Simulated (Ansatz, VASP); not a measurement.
# Bi: VASP beside Ansatz

```
Bi
1.0
     0.00000    2.56793    2.56793
     2.56793    0.00000    2.56793
     2.56793    2.56793    0.00000
Bi
1
Direct
  0.00000 0.00000 0.00000
```

Alike in both runs: task single point; functional PBEsol; k mesh 12 × 12 × 12; occupations fermi-dirac, width 0.1 eV; no spin polarisation.

|  | VASP | Ansatz |
| --- | --- | --- |
| version | VASP 6.6.1 | Ansatz 0.2.0 |
| potentials or method | VASP PAW PBE potentials, release 64 (Bi_d), cutoff 520 eV | plane waves (420 eV) with PAW, scalar-relativistic |
| valence electrons in the cell | 15 | 15 |

Ansatz gave:

- pressure (GPa): -5.3

Question: What did VASP give for the same quantities?

Answer: Pressure (GPa): -5.4.

VASP's potentials were made for PBE, not for PBEsol, and Ansatz warns of the same on its side. With one functional, cell and mesh, what is left measures potentials, basis and numerics.

Spin-orbit coupling is off throughout.
